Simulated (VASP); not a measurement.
# HfSi2 (Cmcm) in VASP: relaxation of cell and atoms with PBEsol

Aim: the relaxation of cell and atoms of HfSi2 with PBEsol.

Program: VASP 6.6.1. These are calculated values, not measurements. Logs are shortened: lines on timing, memory, paths and dates and some standing lists are left out, and cuts for length are marked.

### Step 1. The cell of the first run

It takes space group Cmcm (No. 63, orthorhombic). Conventional cell: a = 3.672 Å, b = 14.570 Å, c = 3.641 Å, α = 90.00°, β = 90.00°, γ = 90.00°. Within 3.7 Å of Hf (site symmetry m2m) lie 10 Si at 2.67 to 3.02 Å and 6 Hf at 3.59 to 3.67 Å. Si (site symmetry m2m) has 6 Si at 2.50 to 3.33 Å and 6 Hf at 2.67 to 3.02 Å within 3.4 Å. Si (site symmetry m2m) has 8 Si at 2.59 to 3.33 Å and 4 Hf at 2.78 to 2.79 Å within 3.4 Å.

### Step 2. Relaxation of cell and atoms, PBEsol

INCAR reads:

```
SYSTEM = HfSi2
PREC = Accurate
ENCUT = 500
EDIFF = 1E-7
ISMEAR = -1
SIGMA = 0.05
LREAL = .FALSE.
LASPH = .TRUE.
NELM = 120
ALGO = Normal
ISIF = 3
LWAVE = .FALSE.
LCHARG = .FALSE.
GGA = PS
IBRION = 2
NSW = 70
EDIFFG = -0.005
GGA_COMPAT = .FALSE.
NELMIN = 4
```

KPOINTS reads:

```
Automatic mesh
0
G
  9 9 9
  0 0 0
```

POSCAR reads:

```
HfSi2
1.0
    1.8360000000     -7.2850000000      0.0000000000
    1.8360000000      7.2850000000      0.0000000000
    0.0000000000      0.0000000000      3.6410000000
Hf Si
2 4
Direct
    0.8940000000      0.1060000000      0.2500000000
    0.1060000000      0.8940000000      0.7500000000
    0.5590000000      0.4410000000      0.2500000000
    0.4410000000      0.5590000000      0.7500000000
    0.2500000000      0.7500000000      0.2500000000
    0.7500000000      0.2500000000      0.7500000000
```

Potentials or basis: VASP PAW PBE potentials, release 64 (Hf_pv, Si).

Started as:

```console
$ cat potpaw_PBE.64/Hf_pv/POTCAR potpaw_PBE.64/Si/POTCAR > POTCAR
$ mpirun -np 1 vasp_std > vasp.out
```

OUTCAR:

```text
SYSTEM = HfSi2
   PREC = Accurate
   ENCUT = 500
   EDIFF = 1E-7
   ISMEAR = -1
   LREAL = .FALSE.
   LASPH = .TRUE.
   NELM = 120
   ISIF = 3
   GGA = PS
   IBRION = 2
   NSW = 70
   EDIFFG = -0.005
   NELMIN = 4

 ion  position               nearest neighbor table
   1  0.894  0.106  0.250-   4 2.67   4 2.67   4 2.67   4 2.67   6 2.78   6 2.78   5 2.79   5 2.79
                             3 3.02   3 3.02   2 3.59   2 3.59
   2  0.106  0.894  0.750-   3 2.67   3 2.67   3 2.67   3 2.67   5 2.78   5 2.78   6 2.79   6 2.79
                             4 3.02   4 3.02   1 3.59   1 3.59
   3  0.559  0.441  0.250-   4 2.50   4 2.50   2 2.67   2 2.67   2 2.67   2 2.67   1 3.02   1 3.02

   4  0.441  0.559  0.750-   3 2.50   3 2.50   1 2.67   1 2.67   1 2.67   1 2.67   2 3.02   2 3.02

   5  0.250  0.750  0.250-   6 2.59   6 2.59   6 2.59   6 2.59   2 2.78   2 2.78   1 2.79   1 2.79

   6  0.750  0.250  0.750-   5 2.59   5 2.59   5 2.59   5 2.59   1 2.78   1 2.78   2 2.79   2 2.79

  LATTYP: Found a base centered orthorhombic cell.
 ALAT       =     3.6720000000
 B/A-ratio  =     3.9678649237
 C/A-ratio  =     0.9915577342

  Lattice vectors:

 A1 = (   1.8360000000,  -7.2850000000,   0.0000000000)
 A2 = (   1.8360000000,   7.2850000000,   0.0000000000)
 A3 = (   0.0000000000,   0.0000000000,   3.6410000000)

Analysis of symmetry for initial positions (statically):
=====================================================================
 Subroutine PRICEL returns:
 Original cell was already a primitive cell.

 Routine SETGRP: Setting up the symmetry group for a
 base centered orthorhombic supercell.

 Subroutine GETGRP returns: Found  8 space group operations
 (whereof  4 operations were pure point group operations)
 out of a pool of  8 trial point group operations.

The static configuration has the point symmetry C_2h.
 The point group associated with its full space group is D_2h.

Analysis of symmetry for dynamics (positions and initial velocities):
=====================================================================
 Subroutine PRICEL returns:
 Original cell was already a primitive cell.

 Routine SETGRP: Setting up the symmetry group for a
 base centered orthorhombic supercell.

 Subroutine GETGRP returns: Found  8 space group operations
 (whereof  4 operations were pure point group operations)
 out of a pool of  8 trial point group operations.

The dynamic configuration has the point symmetry C_2h.
 The point group associated with its full space group is D_2h.

[... 127 lines left out ...]
  volume/ion in A,a.u.               =      16.23       109.55
  Fermi-wavevector in a.u.,A,eV,Ry     =   1.174874  2.220190 18.780521  1.380329
  Thomas-Fermi vector in A             =   2.311264
   LORBIT       =      0    0 simple, 1 ext, 2 COOP (PROOUT), +10 PAW based schemes
   GGA     = PS    functional components
   LHFCALC =     F    Hartree Fock is set to
   AEXX    =    0.0000 exact exchange contribution
   IVDW    =     0    specifies the selected vdW correction
   LEPSILON=     F    determine dielectric tensor
   LRPA    =     F    only Hartree local field effects (RPA)
 conjugate gradient relaxation of ions
 non-spin polarized calculation
  energy-cutoff  :      500.00
  volume of cell :       97.40
 maximum number of plane-waves:      2498
   NGX = 27   NGY = 27   NGZ = 13

--------------------------------------- Ionic step        1  -------------------------------------------

 number of electron      35.9999999 magnetization

 Free energy of the ion-electron system (eV)
  ---------------------------------------------------
  ext. energy  EPLUGINS =         0.00000000
  ---------------------------------------------------
  free energy    TOTEN  =       -47.92200000 eV

  energy without entropy =      -47.91054772  energy(sigma->0) =      -47.91627386

------------------------ aborting loop because EDIFF is reached ----------------------------------------

  FORCE on cell =-STRESS in cart. coord.  units (eV):
  Direction    XX          YY          ZZ          XY          YZ          ZX
  --------------------------------------------------------------------------------------
  -------------------------------------------------------------------------------------
  Total       -1.1073395     -2.7327240     -1.1641506      0.0000000      0.0000000      0.0000000
  in kB      -18.2153890    -44.9524581    -19.1499151      0.0000000      0.0000000      0.0000000
  external PRESSURE =     -27.4392541 kB  Pullay stress =       0.0000000 kB
[... 101 lines left out ...]
  FREE ENERGIE OF THE ION-ELECTRON SYSTEM (eV)
  ---------------------------------------------------
  free  energy   TOTEN  =       -47.9685435317 eV

  energy  without entropy=      -47.9585232570  energy(sigma->0) =      -47.96353339

[... ionic steps 4 to 7 ...]

--------------------------------------- Ionic step        8  -------------------------------------------

 number of electron      35.9999998 magnetization

------------------------ aborting loop because EDIFF is reached ----------------------------------------
[... 75 lines left out ...]
--------------------------------------- Ionic step       10  -------------------------------------------

 number of electron      35.9999998 magnetization

 Free energy of the ion-electron system (eV)
  ---------------------------------------------------
  ext. energy  EPLUGINS =         0.00000000
  ---------------------------------------------------
  free energy    TOTEN  =       -47.98916958 eV

  energy without entropy =      -47.97978602  energy(sigma->0) =      -47.98447780

 E-fermi :   8.5387     XC(G=0): -11.5804

 val. band max:        8.5312930628   @ k =   0.3333   0.3333   0.0000
 cond. band min:       8.5447690015   @ k =   0.0000   0.0000   0.0000
 fundamental gap:      0.0134759387
 Fermi energy:         8.5387172060

 k-point     1 :       0.0000    0.0000    0.0000
  band No.  band energies     occupation
      1     -22.1545      2.00000
      2     -22.0576      2.00000
      3     -22.0381      2.00000
      4     -22.0181      2.00000
      5     -22.0121      2.00000
      6     -21.9815      2.00000
[... 589 lines left out ...]
     21       9.6243      0.00000
     22      10.2259      0.00000

 [... further k-points ...]

------------------------ aborting loop because EDIFF is reached ----------------------------------------

  FORCE on cell =-STRESS in cart. coord.  units (eV):
  Direction    XX          YY          ZZ          XY          YZ          ZX
  --------------------------------------------------------------------------------------
  -------------------------------------------------------------------------------------
  Total        0.0044441      0.0103541     -0.0005583      0.0000000     -0.0000000      0.0000000
  in kB        0.0746580      0.1739413     -0.0093786      0.0000000     -0.0000000      0.0000000
  external PRESSURE =       0.0797402 kB  Pullay stress =       0.0000000 kB
[... 21 lines left out ...]
  FREE ENERGIE OF THE ION-ELECTRON SYSTEM (eV)
  ---------------------------------------------------
  free  energy   TOTEN  =       -47.9891695823 eV

  energy  without entropy=      -47.9797860164  energy(sigma->0) =      -47.98447780

 reached required accuracy - stopping structural energy minimisation
```

Wall time 53 min (1 thread of Oxide Virtual Turin-like, shared host); peak memory 0.41 GiB.

Results:

| Item | Value |
| --- | --- |
| Free energy | -47.9892 eV |
| Relaxed volume | 15.90 Å³/atom |
| Relaxed cell | a = 7.404 Å, b = 7.404 Å, c = 3.641 Å, α = 90.00°, β = 90.00°, γ = 151.45° |
| Space group after relaxing (to 0.1 Å) | Cmcm (No. 63) |
| Energy gained by relaxing | 11.2 meV/atom |
| Ionic steps | 10 |
| Pressure after relaxing | 0.0 GPa |
| Band gap on the k mesh | zero (bands 18 and 19 overlap by 0.92 eV) |

Step by step:
| step | energy change (eV) | largest force (eV/Å) | pressure (GPa) | volume (Å³) |
| --- | --- | --- | --- | --- |
| 1 | 0.0000 | 0.6444 | -2.74 | 97.40 |
| 2 | -0.0403 | 0.2795 | 2.97 | 93.53 |
| 3 | -0.0465 | 0.3645 | 1.35 | 94.53 |
| 4 | -0.0652 | 0.0646 | 0.19 | 95.17 |
| 5 | -0.0653 | 0.0544 | 0.13 | 95.20 |
| 6 | -0.0666 | 0.0425 | -0.12 | 95.39 |
| 7 | -0.0666 | 0.0440 | -0.13 | 95.40 |
| 8 | -0.0670 | 0.0304 | 0.13 | 95.26 |
| 9 | -0.0670 | 0.0282 | 0.17 | 95.24 |
| 10 | -0.0672 | 0.0017 | 0.01 | 95.37 |

Final structure:
```xyz
6
Lattice="1.8255 -7.1752 0.0000 1.8255 7.1752 0.0000 0.0000 0.0000 3.6405" Properties=species:S:1:pos:R:3 pbc="T T T"
Hf    1.8256   -5.6723    0.9101
Hf    1.8256    5.6723    2.7304
Si    1.8256   -0.7896    0.9101
Si    1.8256    0.7896    2.7304
Si    1.8256    3.5846    0.9101
Si    1.8256   -3.5846    2.7304
```

Levels at points of the mesh, in eV from the Fermi level:
```csv
k point,band 14,band 15,band 16,band 17,band 18,band 19,band 20,band 21,band 22
"(0.00, 0.00, 0.00)",-2.65,-2.58,-2.58,-2.54,0.01,1.14,1.27,1.70,1.86
```

Caveat: the PAW data sets were made with another functional, which shifts forces and pressure a little; spin-orbit coupling is left out, which moves the levels of the heavy elements.
